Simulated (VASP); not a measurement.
# Ta16H in VASP: single point with PBE

Aim: the single point of Ta16H with PBE.

Program: VASP 6.6.1. These are calculated values, not measurements. Logs are shortened: lines on timing, memory, paths and dates and some standing lists are left out, and cuts for length are marked.

## 1. The cell of the first run

The cell holds a slab with vacuum, 17 atoms: a = 6.638 Å, b = 6.638 Å, c = 20.300 Å, α = 90.00°, β = 90.00°, γ = 90.00°.

## 2. Single point, PBE

INCAR reads:

```
SYSTEM = Ta16H
ALGO = Normal
DIPOL = 0.5 0.5 0.328
EDIFF = 1E-6
ENCUT = 520
GGA = PE
IDIPOL = 3
ISIF = 2
ISMEAR = 0
LASPH = .TRUE.
LCHARG = .TRUE.
LDIPOL = .TRUE.
LELF = .TRUE.
LREAL = Auto
LVACPOTAV = .TRUE.
LVHAR = .TRUE.
LWAVE = .FALSE.
NBANDS = 102
NELM = 100
PREC = Accurate
SIGMA = 0.1
```

KPOINTS reads:

```
k-points
0
G
  4 4 1
  0 0 0
```

POSCAR reads:

```
Ta16H
1.0
    6.6379342676      0.0000000000      0.0000000000
    0.0000000000      6.6379342676      0.0000000000
    0.0000000000      0.0000000000     20.2996559590
Ta H
16 1
Direct
    0.2500000000      0.2500000000      0.1970476745
    0.2500000000      0.7500000000      0.1970476745
    0.7500000000      0.2500000000      0.1970476745
    0.7500000000      0.7500000000      0.1970476745
    0.0000000000      0.0000000000      0.2787970190
    0.0000000000      0.5000000000      0.2787970190
    0.5000000000      0.0000000000      0.2787970190
    0.5000000000      0.5000000000      0.2787970190
    0.2500000000      0.2500000000      0.3599139068
    0.2500000000      0.7500000000      0.3599139068
    0.7500000000      0.2500000000      0.3599139068
    0.7500000000      0.7500000000      0.3599139068
    0.0000000000      0.0000000000      0.4334879358
    0.0000000000      0.5000000000      0.4334879358
    0.5000000000      0.0000000000      0.4334879358
    0.5000000000      0.5000000000      0.4334879358
    0.0625000000      0.1875000000      0.4998770497
```

Potentials or basis: VASP PAW PBE potentials, release 64 (Ta_pv, H).

Started as:

```console
$ cat potpaw_PBE.64/Ta_pv/POTCAR potpaw_PBE.64/H/POTCAR > POTCAR
$ mpirun -np 1 vasp_std > vasp.out
```

OUTCAR:

```text
SYSTEM = Ta16H
   EDIFF = 1E-6
   ENCUT = 520
   GGA = PE
   ISIF = 2
   ISMEAR = 0
   LASPH = .TRUE.
   LREAL = Auto
   NELM = 100
   PREC = Accurate

 ion  position               nearest neighbor table
   1  0.250  0.250  0.197-   5 2.87   6 2.87   7 2.87   8 2.87   9 3.31   3 3.32   2 3.32   2 3.32
                             3 3.32
   2  0.250  0.750  0.197-   5 2.87   6 2.87   7 2.87   8 2.87  10 3.31   4 3.32   1 3.32   1 3.32
                             4 3.32
   3  0.750  0.250  0.197-   5 2.87   6 2.87   7 2.87   8 2.87  11 3.31   4 3.32   1 3.32   4 3.32
                             1 3.32
   4  0.750  0.750  0.197-   5 2.87   6 2.87   7 2.87   8 2.87  12 3.31   3 3.32   2 3.32   3 3.32
                             2 3.32
   5  0.000  0.000  0.279-   9 2.87  10 2.87  11 2.87  12 2.87   1 2.87   2 2.87   3 2.87   4 2.87
                            13 3.14   7 3.32   6 3.32   6 3.32   7 3.32
   6  0.000  0.500  0.279-   9 2.87  10 2.87  11 2.87  12 2.87   1 2.87   2 2.87   3 2.87   4 2.87
                            14 3.14   8 3.32   5 3.32   5 3.32   8 3.32
   7  0.500  0.000  0.279-   9 2.87  10 2.87  11 2.87  12 2.87   1 2.87   2 2.87   3 2.87   4 2.87
                            15 3.14   8 3.32   5 3.32   8 3.32   5 3.32
   8  0.500  0.500  0.279-   9 2.87  10 2.87  11 2.87  12 2.87   1 2.87   2 2.87   3 2.87   4 2.87
                            16 3.14   7 3.32   6 3.32   7 3.32   6 3.32
   9  0.250  0.250  0.360-  13 2.78  14 2.78  15 2.78  16 2.78   5 2.87   6 2.87   7 2.87   8 2.87
                             1 3.31  10 3.32  11 3.32  10 3.32  11 3.32
  10  0.250  0.750  0.360-  13 2.78  14 2.78  15 2.78  16 2.78   5 2.87   6 2.87   7 2.87   8 2.87
                             2 3.31   9 3.32  12 3.32   9 3.32  12 3.32
  11  0.750  0.250  0.360-  13 2.78  14 2.78  15 2.78  16 2.78   5 2.87   6 2.87   7 2.87   8 2.87
                             3 3.31   9 3.32  12 3.32  12 3.32   9 3.32
  12  0.750  0.750  0.360-  13 2.78  14 2.78  15 2.78  16 2.78   5 2.87   6 2.87   7 2.87   8 2.87
                             4 3.31  10 3.32  11 3.32  11 3.32  10 3.32
  13  0.000  0.000  0.433-  17 1.88  10 2.78  11 2.78  12 2.78   9 2.78   5 3.14  15 3.32  14 3.32
                            14 3.32  15 3.32
  14  0.000  0.500  0.433-   9 2.78  10 2.78  11 2.78  12 2.78   6 3.14  13 3.32  16 3.32  13 3.32
                            16 3.32
  15  0.500  0.000  0.433-   9 2.78  10 2.78  11 2.78  12 2.78   7 3.14  13 3.32  16 3.32  16 3.32
                            13 3.32
  16  0.500  0.500  0.433-   9 2.78  10 2.78  11 2.78  12 2.78   8 3.14  14 3.32  15 3.32  15 3.32
                            14 3.32
  17  0.062  0.188  0.500-  13 1.88

  LATTYP: Found a simple tetragonal cell.
 ALAT       =     6.6379342676
 C/A-ratio  =     3.0581284991

  Lattice vectors:

 A1 = (   6.6379342676,   0.0000000000,   0.0000000000)
 A2 = (   0.0000000000,   6.6379342676,   0.0000000000)
 A3 = (   0.0000000000,   0.0000000000,  20.2996559590)

Analysis of symmetry for initial positions (statically):
=====================================================================
 Subroutine PRICEL returns:
 Original cell was already a primitive cell.

 Routine SETGRP: Setting up the symmetry group for a
 simple tetragonal supercell.

 Subroutine GETGRP returns: Found  1 space group operations
 (whereof  1 operations were pure point group operations)
 out of a pool of 16 trial point group operations.

The static configuration has the point symmetry C_1 .

Analysis of symmetry for dynamics (positions and initial velocities):
=====================================================================
 Subroutine PRICEL returns:
 Original cell was already a primitive cell.

 Routine SETGRP: Setting up the symmetry group for a
 simple tetragonal supercell.

 Subroutine GETGRP returns: Found  1 space group operations
 (whereof  1 operations were pure point group operations)
 out of a pool of 16 trial point group operations.

The dynamic configuration has the point symmetry C_1 .

 Subroutine INISYM returns: Found  1 space group operations
 (whereof  1 operations are pure point group operations),
 and found     1 'primitive' translations

----------------------------------------------------------------------------------------

                                     Primitive cell

  volume of cell :     894.4469

  direct lattice vectors                    reciprocal lattice vectors
     6.637934268  0.000000000  0.000000000     0.150649277  0.000000000  0.000000000
     0.000000000  6.637934268  0.000000000     0.000000000  0.150649277  0.000000000
     0.000000000  0.000000000 20.299655959     0.000000000  0.000000000  0.049261919

  length of vectors
     6.637934268  6.637934268 20.299655959     0.150649277  0.150649277  0.049261919

  position of ions in fractional coordinates (direct lattice)
[... 52 lines left out ...]

  Length of vectors
     0.037662319  0.037662319  0.049261919

  Shift w.r.t. Gamma in fractional coordinates (k-lattice)
     0.000000000  0.000000000  0.000000000

 Subroutine IBZKPT returns following result:
 ===========================================

 Found     10 irreducible k-points:

 Following reciprocal coordinates:
            Coordinates               Weight
  0.000000  0.000000  0.000000      1.000000
  0.250000  0.000000  0.000000      2.000000
  0.000000  0.250000  0.000000      2.000000
  0.500000  0.000000  0.000000      1.000000
  0.000000  0.500000  0.000000      1.000000
  0.250000  0.250000  0.000000      2.000000
 -0.250000  0.250000  0.000000      2.000000
  0.500000  0.250000  0.000000      2.000000
 -0.250000  0.500000  0.000000      2.000000
  0.500000  0.500000  0.000000      1.000000
   k-points           NKPTS =     10   k-points in BZ     NKDIM =     10   number of bands    NBANDS=    102
   number of dos      NEDOS =    301   number of ions     NIONS =     17
   total plane-waves  NPLWV = 400000
   dimension x,y,z NGX =    50 NGY =   50 NGZ =  160
   dimension x,y,z NGXF=   100 NGYF=  100 NGZF=  320
   ions per type =              16   1
   NGX,Y,Z   is equivalent  to a cutoff of  12.52, 12.52, 13.10 a.u.
   NGXF,Y,Z  is equivalent  to a cutoff of  25.04, 25.04, 26.21 a.u.
 SYSTEM =  Ta16H
   PREC   = accura    normal or accurate (medium, high low for compatibility)
   ISTART =      0    job   : 0-new  1-cont  2-samecut
   ICHARG =      2    charge: 1-file 2-atom 10-const
   ISPIN  =      1    spin polarized calculation?
   LNONCOLLINEAR =      F non collinear calculations
   LSORBIT =      F    spin-orbit coupling
   LASPH  =      T    aspherical Exc in radial PAW
   ENCUT  =  520.0 eV  38.22 Ry    6.18 a.u.  12.34 12.34 37.74*2*pi/ulx,y,z
   NELM   =    100;   NELMIN=  2; NELMDL= -5     # of ELM steps
   EDIFF  = 0.1E-05   stopping-criterion for ELM
   LREAL  =      T    real-space projection
   EDIFFG = 0.1E-04   stopping-criterion for IOM
   NSW    =      0    number of steps for IOM
[... 5 lines left out ...]
   TEBEG  =    0.0;   TEEND  =   0.0 temperature during run
   PSTRESS=    0.0 pullay stress
   NELECT =     177.0000    total number of electrons
   NUPDOWN=      -1.0000    fix difference up-down
   EMIN   =  10.00;   EMAX   =-10.00  energy-range for DOS
   EFERMI =   0.00;   METHOD = LEGACY
   ISMEAR =     0;   SIGMA  =   0.10  broadening in eV -4-tet -1-fermi 0-gaus
   EFERMI_NEDOS =   21; number of points for ismear=-14 and -15
   IALGO  =     38    algorithm
   IMIX   =      4    mixing-type and parameters
     AMIX     =   0.40;   BMIX     =  1.00
     AMIX_MAG =   1.60;   BMIX_MAG =  1.00
  volume/ion in A,a.u.               =      52.61       355.06
  Fermi-wavevector in a.u.,A,eV,Ry     =   0.953999  1.802796 12.382843  0.910113
  Thomas-Fermi vector in A             =   2.082705
   LORBIT       =      0    0 simple, 1 ext, 2 COOP (PROOUT), +10 PAW based schemes
   GGA     = PE    functional components
   LHFCALC =     F    Hartree Fock is set to
   AEXX    =    0.0000 exact exchange contribution
   IVDW    =     0    specifies the selected vdW correction
   LEPSILON=     F    determine dielectric tensor
   LRPA    =     F    only Hartree local field effects (RPA)
 non-spin polarized calculation
 Gauss-broadening in eV      SIGMA  =   0.10
  energy-cutoff  :      520.00
  volume of cell :      894.45
 maximum number of plane-waves:     24163
 NGX is ok and might be reduce to    50
   NGX = 25   NGY = 25   NGZ = 75

 dipolmoment           0.000000      0.000000      0.002500 electrons x Angstroem

 number of electron     176.9999956 magnetization

 dipolmoment           0.000000      0.000000     -0.018872 electrons x Angstroem

 Free energy of the ion-electron system (eV)
  ---------------------------------------------------
  ext. energy  EPLUGINS =         0.00000000
  ---------------------------------------------------
  free energy    TOTEN  =      -177.47233015 eV

  energy without entropy =     -177.40035890  energy(sigma->0) =     -177.43634453

 E-fermi :  -0.5974     XC(G=0):  -5.2755

 val. band max:       -0.6238594156   @ k =   0.0000   0.0000   0.0000
 cond. band min:      -0.5924866193   @ k =   0.0000   0.0000   0.0000
 fundamental gap:      0.0313727964
 Fermi energy:        -0.5974045832

 k-point     1 :       0.0000    0.0000    0.0000
  band No.  band energies     occupation
      1     -35.6115      2.00000
      2     -35.6062      2.00000
      3     -35.6021      2.00000
      4     -35.5972      2.00000
      5     -35.5961      2.00000
      6     -35.5931      2.00000
[... 1019 lines left out ...]
     99      -0.1170      0.00000
    100      -0.0855      0.00000
 [bands above 100 left out]

------------------------ aborting loop because EDIFF is reached ----------------------------------------

  FORCE on cell =-STRESS in cart. coord.  units (eV):
  Direction    XX          YY          ZZ          XY          YZ          ZX
  --------------------------------------------------------------------------------------
  -------------------------------------------------------------------------------------
  Total      -16.7646070    -20.1395545     -3.3148701      0.3222462      0.9463023     -0.2949848
  in kB      -30.0295889    -36.0749610     -5.9377584      0.5772232      1.6950632     -0.5283912
  external PRESSURE =     -24.0141028 kB  Pullay stress =       0.0000000 kB

 VOLUME and BASIS-vectors are now :
 -----------------------------------------------------------------------------
  energy-cutoff  :      520.00
  volume of cell :      894.45
      direct lattice vectors                 reciprocal lattice vectors
     6.637934268  0.000000000  0.000000000     0.150649277  0.000000000  0.000000000
     0.000000000  6.637934268  0.000000000     0.000000000  0.150649277  0.000000000
     0.000000000  0.000000000 20.299655959     0.000000000  0.000000000  0.049261919

 POSITION                                       TOTAL-FORCE (eV/Angst)
 -----------------------------------------------------------------------------------
      1.65948      1.65948      4.00000        -0.010370     -0.017273      0.782698
      1.65948      4.97845      4.00000         0.035098      0.004188      0.721286
      4.97845      1.65948      4.00000         0.012086      0.007195      0.762347
      4.97845      4.97845      4.00000         0.006441      0.014166      0.741906
      0.00000      0.00000      5.65948        -0.031291      0.054628     -0.974572
      0.00000      3.31897      5.65948        -0.000436     -0.073207     -0.831704
[... 9 lines left out ...]
      3.31897      3.31897      8.79966         0.085053      0.083726     -0.292523
      0.41487      1.24461     10.14733        -0.270853      0.457817      0.029969
 -----------------------------------------------------------------------------------
    total drift:                                0.000123      0.000162      0.005441

  FREE ENERGIE OF THE ION-ELECTRON SYSTEM (eV)
  ---------------------------------------------------
  free  energy   TOTEN  =      -177.4723301512 eV

  energy  without entropy=     -177.4003589028  energy(sigma->0) =     -177.43634453

 vacuum level on the upper side and lower side of the slab         3.349         3.426
```

Run time: 32 min. Hardware: 1 thread of AMD EPYC 9R45 (Zen 5), shared host; peak memory 1.1 GiB.

Results:

```yaml
Free_energy: -177.4723 eV
Largest_force: 1.063 eV/Å
Band_gap_on_the_k_mesh: zero (an odd number of electrons rules out a gap without spin polarisation)
```

Forces on the atoms (eV/Å):
```
Ta  -0.010 -0.017  0.783
Ta   0.035  0.004  0.721
Ta   0.012  0.007  0.762
Ta   0.006  0.014  0.742
Ta  -0.031  0.055 -0.975
Ta   0.000 -0.073 -0.832
Ta  -0.020  0.051 -0.744
Ta  -0.014 -0.022 -0.637
Ta   0.157  0.022 -0.418
Ta   0.140 -0.095 -0.078
Ta  -0.026 -0.005 -0.196
Ta  -0.318 -0.193 -0.088
Ta  -0.050  0.467  0.762
Ta   0.213 -0.785  0.685
Ta   0.093  0.028 -0.224
Ta   0.085  0.084 -0.293
H   -0.271  0.458  0.030
```

Caveat: spin-orbit coupling is left out, which moves the levels of the heavy elements.

The gap in the log of VASP goes by the Fermi energy; the results here count the filled bands.